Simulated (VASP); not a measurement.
# HfSi3W (P3m1) in VASP: a series of runs

The runs below take HfSi3W through relaxation of cell and atoms, single point, with PBE.

All numbers are computed with VASP 6.6.1; they aren't measurements. Logs are shortened: lines on timing, memory, paths and dates and some standing lists are left out, and cuts for length are marked.

## (1) The cell of the first run

Symmetry: P3m1, No. 156, trigonal system. The conventional cell has a = 4.212 Å, b = 4.212 Å, c = 6.646 Å, α = 90.00°, β = 90.00°, γ = 120.00°. Hf (site symmetry 3m) has 7 Si at 2.64 to 2.85 Å within 3.5 Å. Si (site symmetry 3m) has 3 W at 2.84 Å and 3 Hf at 2.85 Å and 6 Si at 3.41 to 3.50 Å within 3.7 Å. Within 3.5 Å of Si (site symmetry 3m) lie 3 W at 2.60 Å and 1 Hf at 2.76 Å and 6 Si at 2.99 to 3.41 Å. Si (site symmetry 3m) has 3 Hf at 2.64 Å and 1 W at 2.66 Å and 6 Si at 2.99 to 3.50 Å within 3.5 Å. Within 3.4 Å of W (site symmetry 3m) lie 7 Si at 2.60 to 2.84 Å.

The cell was generated, and may not be a known phase.

## (2) Relaxation of cell and atoms, PBE

INCAR

```
SYSTEM = HfSi3W
  PREC = Accurate
  ENCUT = 500
  EDIFF = 1E-7
  ISMEAR = 0
  SIGMA = 0.2
  LREAL = .False.
  LASPH = .True.
  NELM = 120
  ALGO = Normal
  ISIF = 3
  LWAVE = .False.
  LCHARG = .False.
  GGA = PE
  IBRION = 2
  NSW = 36
  EDIFFG = -0.08
  GGA_COMPAT = .False.
  NELMIN = 4
```

KPOINTS

```
Automatic mesh
0
Gamma
  5 5 3
  0 0 0
```

POSCAR

```
HfSi3W
1.0
    4.2116219200      0.0000000000      0.0000000000
   -2.1058109600      3.6473715800      0.0000000000
    0.0000000000      0.0000000000      6.6459535100
Hf Si W
1 3 1
Direct
    0.3333333300      0.6666666700      0.7796450300
    0.0000000000      0.0000000000      0.0044930000
    0.3333333300      0.6666666700      0.3649359900
    0.6666666700      0.3333333300      0.6258559800
    0.6666666700      0.3333333300      0.2250700000
```

Potentials or basis: VASP PAW PBE potentials, release 64 (Hf_pv, Si, W_sv).

On the command line:

```console
$ cat potpaw_PBE.64/Hf_pv/POTCAR potpaw_PBE.64/Si/POTCAR potpaw_PBE.64/W_sv/POTCAR > POTCAR
$ mpirun -np 1 vasp_std > vasp.out
```

OUTCAR:

```text
SYSTEM = HfSi3W
   PREC = Accurate
   ENCUT = 500
   EDIFF = 1E-7
   ISMEAR = 0
   LREAL = .False.
   LASPH = .True.
   NELM = 120
   ISIF = 3
   GGA = PE
   IBRION = 2
   NSW = 36
   EDIFFG = -0.08
   NELMIN = 4

 ion  position               nearest neighbor table
   1  0.333  0.667  0.780-   4 2.64   4 2.64   4 2.64   3 2.76   2 2.85   2 2.85   2 2.85
   2  0.000  0.000  0.004-   5 2.84   5 2.84   5 2.84   1 2.85   1 2.85   1 2.85
   3  0.333  0.667  0.365-   5 2.60   5 2.60   5 2.60   1 2.76   4 2.99   4 2.99   4 2.99
   4  0.667  0.333  0.626-   1 2.64   1 2.64   1 2.64   5 2.66   3 2.99   3 2.99   3 2.99
   5  0.667  0.333  0.225-   3 2.60   3 2.60   3 2.60   4 2.66   2 2.84   2 2.84   2 2.84

  LATTYP: Found a hexagonal cell.
 ALAT       =     4.2116219200
 C/A-ratio  =     1.5780033527

  Lattice vectors:

 A1 = (   4.2116219200,   0.0000000000,   0.0000000000)
 A2 = (  -2.1058109600,   3.6473715800,   0.0000000000)
 A3 = (   0.0000000000,   0.0000000000,   6.6459535100)

Analysis of symmetry for initial positions (statically):
=====================================================================
 Subroutine PRICEL returns:
 Original cell was already a primitive cell.

 Routine SETGRP: Setting up the symmetry group for a
 hexagonal supercell.

 Subroutine GETGRP returns: Found  6 space group operations
 (whereof  6 operations were pure point group operations)
 out of a pool of 24 trial point group operations.

The static configuration has the point symmetry C_3v.

Analysis of symmetry for dynamics (positions and initial velocities):
=====================================================================
 Subroutine PRICEL returns:
 Original cell was already a primitive cell.

 Routine SETGRP: Setting up the symmetry group for a
 hexagonal supercell.

 Subroutine GETGRP returns: Found  6 space group operations
 (whereof  6 operations were pure point group operations)
 out of a pool of 24 trial point group operations.

The dynamic configuration has the point symmetry C_3v.

 Subroutine INISYM returns: Found  6 space group operations
 (whereof  6 operations are pure point group operations),
 and found     1 'primitive' translations

----------------------------------------------------------------------------------------

                                     Primitive cell

  volume of cell :     102.0908

  direct lattice vectors                    reciprocal lattice vectors
     4.211621920  0.000000000  0.000000000     0.237438217  0.137085018  0.000000000
    -2.105810960  3.647371580  0.000000000     0.000000000  0.274170037  0.000000000
     0.000000000  0.000000000  6.645953510     0.000000000  0.000000000  0.150467499

  length of vectors
     4.211621920  4.211621925  6.645953510     0.274170037  0.274170037  0.150467499

  position of ions in fractional coordinates (direct lattice)
     0.333333330  0.666666670  0.779645030
     0.000000000  0.000000000  0.004493000
     0.333333330  0.666666670  0.364935990
     0.666666670  0.333333330  0.625855980
     0.666666670  0.333333330  0.225070000

  ion indices of the primitive-cell ions
   primitive index   ion index
                 1           1
                 2           2
                 3           3
                 4           4
                 5           5

----------------------------------------------------------------------------------------

 KPOINTS: Automatic mesh

Automatic generation of k-mesh.
 Grid dimensions read from file:
 generate k-points for:    5    5    3

 Generating k-lattice:

  Cartesian coordinates                     Fractional coordinates (reciprocal lattice)
     0.047487643  0.027417004  0.000000000     0.200000000  0.000000000  0.000000000
     0.000000000  0.054834007  0.000000000     0.000000000  0.200000000  0.000000000
     0.000000000  0.000000000  0.050155833     0.000000000  0.000000000  0.333333333

  Length of vectors
     0.054834007  0.054834007  0.050155833

  Shift w.r.t. Gamma in fractional coordinates (k-lattice)
     0.000000000  0.000000000  0.000000000

 Subroutine IBZKPT returns following result:
 ===========================================

 Found     12 irreducible k-points:

 Following reciprocal coordinates:
            Coordinates               Weight
  0.000000  0.000000  0.000000      1.000000
  0.200000  0.000000  0.000000      6.000000
  0.400000  0.000000  0.000000      6.000000
  0.200000  0.200000  0.000000      6.000000
  0.400000  0.200000  0.000000      6.000000
  0.000000  0.000000  0.333333      2.000000
  0.200000  0.000000  0.333333      6.000000
  0.000000  0.200000  0.333333      6.000000
  0.400000  0.000000  0.333333      6.000000
  0.000000  0.400000  0.333333      6.000000
  0.200000  0.200000  0.333333     12.000000
  0.400000  0.200000  0.333333     12.000000
   k-points           NKPTS =     12   k-points in BZ     NKDIM =     12   number of bands    NBANDS=     22
   number of dos      NEDOS =    301   number of ions     NIONS =      5
   total plane-waves  NPLWV =  49152
   dimension x,y,z NGX =    32 NGY =   32 NGZ =   48
   dimension x,y,z NGXF=    64 NGYF=   64 NGZF=   96
   ions per type =               1   3   1
   NGX,Y,Z   is equivalent  to a cutoff of  12.63, 12.63, 12.01 a.u.
   NGXF,Y,Z  is equivalent  to a cutoff of  25.26, 25.26, 24.01 a.u.
 SYSTEM =  HfSi3W
   PREC   = accura    normal or accurate (medium, high low for compatibility)
   ISTART =      0    job   : 0-new  1-cont  2-samecut
   ICHARG =      2    charge: 1-file 2-atom 10-const
   ISPIN  =      1    spin polarized calculation?
   LNONCOLLINEAR =      F non collinear calculations
   LSORBIT =      F    spin-orbit coupling
   LASPH  =      T    aspherical Exc in radial PAW
   ENCUT  =  500.0 eV  36.75 Ry    6.06 a.u.   7.68  7.68 12.12*2*pi/ulx,y,z
   NELM   =    120;   NELMIN=  4; NELMDL= -5     # of ELM steps
   EDIFF  = 0.1E-06   stopping-criterion for ELM
   LREAL  =      F    real-space projection
   EDIFFG = -.8E-01   stopping-criterion for IOM
   NSW    =     36    number of steps for IOM
   IBRION =      2    ionic relax: 0-MD 1-quasi-New 2-CG
   NFREE  =      1    steps in history (QN), initial steepest desc. (CG)
   ISIF   =      3    stress and relaxation
   ISYM   =      2    0-nonsym 1-usesym 2-fastsym
   POTIM  = 0.5000    time-step for ionic-motion
   TEBEG  =    0.0;   TEEND  =   0.0 temperature during run
   PSTRESS=    0.0 pullay stress
   NELECT =      36.0000    total number of electrons
   NUPDOWN=      -1.0000    fix difference up-down
   EMIN   =  10.00;   EMAX   =-10.00  energy-range for DOS
   EFERMI =   0.00;   METHOD = LEGACY
   ISMEAR =     0;   SIGMA  =   0.20  broadening in eV -4-tet -1-fermi 0-gaus
   EFERMI_NEDOS =   21; number of points for ismear=-14 and -15
   IALGO  =     38    algorithm
   IMIX   =      4    mixing-type and parameters
     AMIX     =   0.40;   BMIX     =  1.00
     AMIX_MAG =   1.60;   BMIX_MAG =  1.00
  volume/ion in A,a.u.               =      20.42       137.79
  Fermi-wavevector in a.u.,A,eV,Ry     =   1.156592  2.185642 18.200575  1.337705
  Thomas-Fermi vector in A             =   2.293211
   LORBIT       =      0    0 simple, 1 ext, 2 COOP (PROOUT), +10 PAW based schemes
   GGA     = PE    functional components
   LHFCALC =     F    Hartree Fock is set to
   AEXX    =    0.0000 exact exchange contribution
   IVDW    =     0    specifies the selected vdW correction
   LEPSILON=     F    determine dielectric tensor
   LRPA    =     F    only Hartree local field effects (RPA)
 conjugate gradient relaxation of ions
 non-spin polarized calculation
 Gauss-broadening in eV      SIGMA  =   0.20
  energy-cutoff  :      500.00
  volume of cell :      102.09
 maximum number of plane-waves:      2623
 NGX is ok and might be reduce to    32
   NGX = 15   NGY = 15   NGZ = 25

--------------------------------------- Ionic step        1  -------------------------------------------

 number of electron      36.0000000 magnetization

 Free energy of the ion-electron system (eV)
  ---------------------------------------------------
  ext. energy  EPLUGINS =         0.00000000
  ---------------------------------------------------
  free energy    TOTEN  =       -37.11552049 eV

  energy without entropy =      -37.05694389  energy(sigma->0) =      -37.08623219

------------------------ aborting loop because EDIFF is reached ----------------------------------------

  FORCE on cell =-STRESS in cart. coord.  units (eV):
  Direction    XX          YY          ZZ          XY          YZ          ZX
  --------------------------------------------------------------------------------------
  -------------------------------------------------------------------------------------
  Total       -7.9716550     -7.9716550     -4.7130280      0.0000000     -0.0000000      0.0000000
  in kB     -125.1043437   -125.1043441    -73.9646006      0.0000000     -0.0000000      0.0000000
  external PRESSURE =    -108.0577628 kB  Pullay stress =       0.0000000 kB
[... 98 lines left out ...]
  FREE ENERGIE OF THE ION-ELECTRON SYSTEM (eV)
  ---------------------------------------------------
  free  energy   TOTEN  =       -38.3158087154 eV

  energy  without entropy=      -38.2934422066  energy(sigma->0) =      -38.30462546

[... ionic steps 4 to 12 ...]

--------------------------------------- Ionic step       13  -------------------------------------------

 number of electron      35.9999997 magnetization

------------------------ aborting loop because EDIFF is reached ----------------------------------------

  FORCE on cell =-STRESS in cart. coord.  units (eV):
  Direction    XX          YY          ZZ          XY          YZ          ZX
  --------------------------------------------------------------------------------------
  -------------------------------------------------------------------------------------
  Total        0.1800376      0.1800376      0.4989320      0.0000000      0.0000000      0.0000000
  in kB        3.3969852      3.3969853      9.4139486      0.0000000      0.0000000      0.0000000
  external PRESSURE =       5.4026397 kB  Pullay stress =       0.0000000 kB
[... 63 lines left out ...]
  energy  without entropy=      -39.8131261799  energy(sigma->0) =      -39.82848797

--------------------------------------- Ionic step       15  -------------------------------------------

 number of electron      35.9999997 magnetization

 Free energy of the ion-electron system (eV)
  ---------------------------------------------------
  ext. energy  EPLUGINS =         0.00000000
  ---------------------------------------------------
  free energy    TOTEN  =       -39.84513983 eV

  energy without entropy =      -39.81465733  energy(sigma->0) =      -39.82989858

 E-fermi :   8.3729     XC(G=0): -11.3492

 val. band max:        8.0816833844   @ k =   0.4000   0.0000   0.0000
 cond. band min:       8.4284655044   @ k =   0.4000   0.0000   0.3333
 fundamental gap:      0.3467821200
 Fermi energy:         8.3728682495

 k-point     1 :       0.0000    0.0000    0.0000
  band No.  band energies     occupation
      1     -65.7881      2.00000
      2     -30.0610      2.00000
      3     -30.0610      2.00000
      4     -30.0182      2.00000
      5     -22.5888      2.00000
      6     -22.5233      2.00000
[... 321 lines left out ...]
  FREE ENERGIE OF THE ION-ELECTRON SYSTEM (eV)
  ---------------------------------------------------
  free  energy   TOTEN  =       -39.8451398319 eV

  energy  without entropy=      -39.8146573338  energy(sigma->0) =      -39.82989858

 reached required accuracy - stopping structural energy minimisation
```

Run time: 9.6 min. Hardware: 1 thread of Intel Xeon 8259CL, shared host; peak memory 0.24 GiB.

Results:

```
Free energy                           : -39.8451 eV
Relaxed volume                        : 17.04 Å³/atom
Relaxed cell                          : a = 3.756 Å, b = 3.756 Å, c = 6.971 Å, α = 90.00°, β = 90.00°, γ = 120.00°
Space group after relaxing (to 0.1 Å) : P3m1 (No. 156)
Energy gained by relaxing             : 545.9 meV/atom
Ionic steps                           : 15
Pressure after relaxing               : 0.0 GPa
Largest force after relaxing          : 0.037 eV/Å
Band gap on the k mesh                : zero (filled and empty bands touch)
```

Forces on the atoms (eV/Å):
```
Hf   0.000  0.000 -0.022
Si   0.000  0.000  0.026
Si   0.000  0.000 -0.037
Si   0.000  0.000  0.018
W    0.000  0.000  0.016
```

Stress tensor (GPa, compression positive):
```
 0.01  0.00  0.00
 0.00  0.01  0.00
 0.00  0.00 -0.07
```

The path:
```csv
step,energy change (eV),largest force (eV/Å),pressure (GPa),volume (Å³)
1,0.0000,3.0314,-10.81,102.09
2,-1.1918,3.2574,11.01,83.03
3,-1.2003,3.1432,9.08,84.05
4,-2.0083,2.5290,10.14,81.80
5,-2.0649,2.5276,11.41,81.13
6,-2.4686,1.2610,-4.09,88.70
7,-2.4693,1.3110,-3.50,88.33
8,-2.6060,0.9364,-2.29,87.16
9,-2.7024,0.4424,0.31,85.36
10,-2.7031,0.4771,0.63,85.18
11,-2.7182,0.2610,-0.35,85.62
12,-2.7224,0.1398,-1.18,86.01
13,-2.7281,0.1327,0.54,84.91
14,-2.7283,0.1342,0.27,85.08
15,-2.7296,0.0375,-0.02,85.18
```

Final structure:
```xyz
5
Lattice="3.7562 0.0000 0.0000 -1.8781 3.2530 0.0000 0.0000 0.0000 6.9714" Properties=species:S:1:pos:R:3 pbc="T T T"
Hf    0.0000    2.1686    5.6485
Si    0.0000    0.0000    0.1775
Si    0.0000    2.1686    2.8159
Si    1.8781    1.0843    3.9612
W     1.8781    1.0843    1.3396
```

Levels at points of the mesh, in eV from the Fermi level:
```tsv
k point	band 14	band 15	band 16	band 17	band 18	band 19	band 20	band 21	band 22
(0.00, 0.00, 0.00)	-2.23	-2.23	-1.70	-1.18	-1.18	0.47	0.98	0.98	2.15
```

Caveat: the volume moved by over 15 % at a fixed basis, so the end points are rough; spin-orbit coupling is left out, which moves the levels of the heavy elements; the relaxation stopped at a loose force limit of 0.08 eV/Å, so its end isn't a converged minimum.

## (3) Single point, PBE

This run uses another cell than the first one, of 17.04 Å³/atom.

INCAR

```
PREC = Accurate ; ENCUT = 500
EDIFF = 1E-6 ; ISMEAR = 0
SIGMA = 0.1 ; LREAL = F
LASPH = T ; NELM = 120
ALGO = Normal ; ISIF = 2
LWAVE = F ; LCHARG = F
GGA = PE ; NBANDS = 26
GGA_COMPAT = F
```

KPOINTS

```
Automatic mesh
0
Gamma
  12 12 6
```

POSCAR

```
HfSi3W
1.0
    3.7495103400      0.0000000000      0.0000000000
   -1.8747551700      3.2471712062      0.0000000000
    0.0000000000      0.0000000000      6.9959026132
Hf Si W
1 3 1
Direct
    0.3333333333      0.6666666667      0.8099985575
    0.0000000000      0.0000000000      0.0251429317
    0.3333333333      0.6666666667      0.4039525583
    0.6666666667      0.3333333333      0.5681314453
    0.6666666667      0.3333333333      0.1927745074
```

Potentials or basis: VASP PAW PBE potentials, release 64 (Hf_pv, Si, W_sv).

On the command line:

```console
$ cat potpaw_PBE.64/Hf_pv/POTCAR potpaw_PBE.64/Si/POTCAR potpaw_PBE.64/W_sv/POTCAR > POTCAR
$ mpirun -np 1 vasp_std > vasp.out
```

OUTCAR:

```text
PREC = Accurate
   ENCUT = 500
   EDIFF = 1E-6
   ISMEAR = 0
   LREAL = F
   LASPH = T
   NELM = 120
   ISIF = 2
   GGA = PE

 ion  position               nearest neighbor table
   1  0.333  0.667  0.810-   2 2.64   2 2.64   2 2.64   4 2.75   4 2.75   4 2.75   3 2.84   5 3.44
                             5 3.44   5 3.44
   2  0.000  0.000  0.025-   5 2.46   5 2.46   5 2.46   1 2.64   1 2.64   1 2.64
   3  0.333  0.667  0.404-   4 2.45   4 2.45   4 2.45   5 2.62   5 2.62   5 2.62   1 2.84
[... 904 lines left out ...]
  -------------------------------------------------------------------------------------
  Total       -0.0276338     -0.0276338     -0.0223795      0.0000000      0.0000000     -0.0000000
  in kB       -0.5197891     -0.5197891     -0.4209564      0.0000000      0.0000000     -0.0000000
  external PRESSURE =      -0.4868448 kB  Pullay stress =       0.0000000 kB

 VOLUME and BASIS-vectors are now :
 -----------------------------------------------------------------------------
  energy-cutoff  :      500.00
  volume of cell :       85.18
      direct lattice vectors                 reciprocal lattice vectors
     3.749510340  0.000000000  0.000000000     0.266701491  0.153980178  0.000000000
    -1.874755170  3.247171206  0.000000000     0.000000000  0.307960356  0.000000000
     0.000000000  0.000000000  6.995902613     0.000000000  0.000000000  0.142940812

 POSITION                                       TOTAL-FORCE (eV/Angst)
 -----------------------------------------------------------------------------------
     -0.00000      2.16478      5.66667         0.000000     -0.000000      0.010229
      0.00000      0.00000      0.17590        -0.000000      0.000000     -0.000348
     -0.00000      2.16478      2.82601         0.000000     -0.000000      0.018564
      1.87476      1.08239      3.97459         0.000000     -0.000000     -0.010298
      1.87476      1.08239      1.34863        -0.000000      0.000000     -0.018147
 -----------------------------------------------------------------------------------
    total drift:                               -0.000000      0.000000      0.000238

  FREE ENERGIE OF THE ION-ELECTRON SYSTEM (eV)
  ---------------------------------------------------
  free  energy   TOTEN  =       -39.8349567079 eV

  energy  without entropy=      -39.8271503384  energy(sigma->0) =      -39.83105352
```

OSZICAR:

```text
N       E                     dE             d eps       ncg     rms          rms(c)
DAV:   1     0.213535204053E+03    0.21354E+03   -0.18659E+04  5776   0.127E+03
DAV:   2    -0.305714989622E+02   -0.24411E+03   -0.23580E+03  5882   0.337E+02
DAV:   3    -0.415960203380E+02   -0.11025E+02   -0.10751E+02  6882   0.600E+01
DAV:   4    -0.417962624405E+02   -0.20024E+00   -0.19936E+00  6316   0.832E+00
DAV:   5    -0.417989573682E+02   -0.26949E-02   -0.26933E-02  6838   0.106E+00    0.495E+01
DAV:   6    -0.401432199543E+02    0.16557E+01   -0.85536E+00  6010   0.147E+01    0.266E+01
DAV:   7    -0.408806397153E+02   -0.73742E+00   -0.10791E+01  6894   0.128E+01    0.162E+01
DAV:   8    -0.398381737311E+02    0.10425E+01   -0.64030E+00  6712   0.959E+00    0.332E+00
DAV:   9    -0.398352021731E+02    0.29716E-02   -0.22461E-01  6276   0.231E+00    0.116E+00
DAV:  10    -0.398350254490E+02    0.17672E-03   -0.12089E-02  6728   0.545E-01    0.622E-01
DAV:  11    -0.398349818364E+02    0.43613E-04   -0.98212E-04  6274   0.186E-01    0.270E-01
DAV:  12    -0.398349565487E+02    0.25288E-04   -0.21055E-04  6332   0.815E-02    0.688E-02
DAV:  13    -0.398349572189E+02   -0.67017E-06   -0.13047E-05  6338   0.202E-02    0.125E-02
DAV:  14    -0.398349567079E+02    0.51101E-06   -0.13105E-06  4300   0.759E-03
   1 F= -.39834957E+02 E0= -.39831054E+02  d E =-.780637E-02
```

Wall time 5.5 min (1 thread of Intel Xeon 8259CL, shared host); peak memory 0.35 GiB.

What came out:

| Property | Result |
| --- | --- |
| Free energy | -39.8350 eV |
| Pressure | 0.0 GPa |
| Largest force | 0.019 eV/Å |
| Band gap on the k mesh | zero (bands 18 and 19 overlap by 0.71 eV) |

Forces on the atoms (eV/Å):
```
Hf   0.000  0.000  0.010
Si   0.000  0.000  0.000
Si   0.000  0.000  0.019
Si   0.000  0.000 -0.010
W    0.000  0.000 -0.018
```

Caveat: spin-orbit coupling is left out, which moves the levels of the heavy elements.

The gap in the log of VASP goes by the Fermi energy; the results here count the filled bands.